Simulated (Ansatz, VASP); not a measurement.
**Two plane-wave programs on BP**

POSCAR

```
BP
1.0
    0.0000000000      2.3135014941      2.3135014941
    2.3135014941      0.0000000000      2.3135014941
    2.3135014941      2.3135014941      0.0000000000
B P
1 1
Direct
    0.0000000000      0.0000000000      0.0000000000
    0.2500000000      0.2500000000      0.2500000000
```

File INCAR.step1:

```
SYSTEM = BP
PREC = Accurate
ENCUT = 520
ISMEAR = 0
SIGMA = 0.05
LREAL = .False.
LASPH = .True.
NELM = 60
NBANDS = 11
GGA = PE
ALGO = Normal
EDIFF = 1E-4
LWAVE = .True.
LCHARG = .False.
```

Contents of INCAR.step2:

```
SYSTEM = BP
PREC = Accurate
ENCUT = 520
EDIFF = 1E-7
ISMEAR = 0
SIGMA = 0.05
LREAL = .False.
LASPH = .True.
NELM = 60
ALGO = Normal
ISIF = 2
LWAVE = .False.
LCHARG = .False.
METAGGA = R2SCAN
LMIXTAU = .True.
NBANDS = 11
ISTART = 1
```

File KPOINTS:

```
Automatic mesh
0
Gamma
  12 12 12
  0 0 0
```

Input for Ansatz:

```yaml
crystal:
  lattice:
    - [0.0, 2.3135014941, 2.3135014941]
    - [2.3135014941, 0.0, 2.3135014941]
    - [2.3135014941, 2.3135014941, 0.0]
  atoms:
    - { symbol: B, position: [0.0, 0.0, 0.0] }
    - { symbol: P, position: [0.25, 0.25, 0.25] }
basis:
  ecutwfc: 500
  fft_grid_basis: typed
kpoints:
  mp_grid: { grid: [12, 12, 12] }
hamiltonian:
  xc: r2scan
  pseudopotentials: { kind: paw }
scf:
  occupations: { method: gaussian, width: 0.05 }
output:
  forces: true
  stress: true
  eigenvalues: true
  bader: true
  write_density: true
  volumetric_format: npy
  elf: true
```

Alike in both runs: task single point; functional r2SCAN; k mesh 12 × 12 × 12; occupations gaussian, width 0.05 eV; no spin polarisation.

|  | VASP | Ansatz |
| --- | --- | --- |
| version | VASP 6.6.1 | Ansatz 0.2.0 |
| potentials or method | VASP PAW PBE potentials, release 64 (B, P), cutoff 520 eV | scalar-relativistic, plane waves, PAW |
| valence electrons in the cell | 8 | 8 |

Ansatz gave:

- gap on the k mesh at the Fermi level (eV): 1.49
- pressure (GPa): -9.0

Question: What did VASP give for the same quantities?

Answer: gap on the k mesh at the Fermi level (eV): 1.52; pressure (GPa): -9.4.

VASP's potentials were made for PBE, not for r2SCAN.
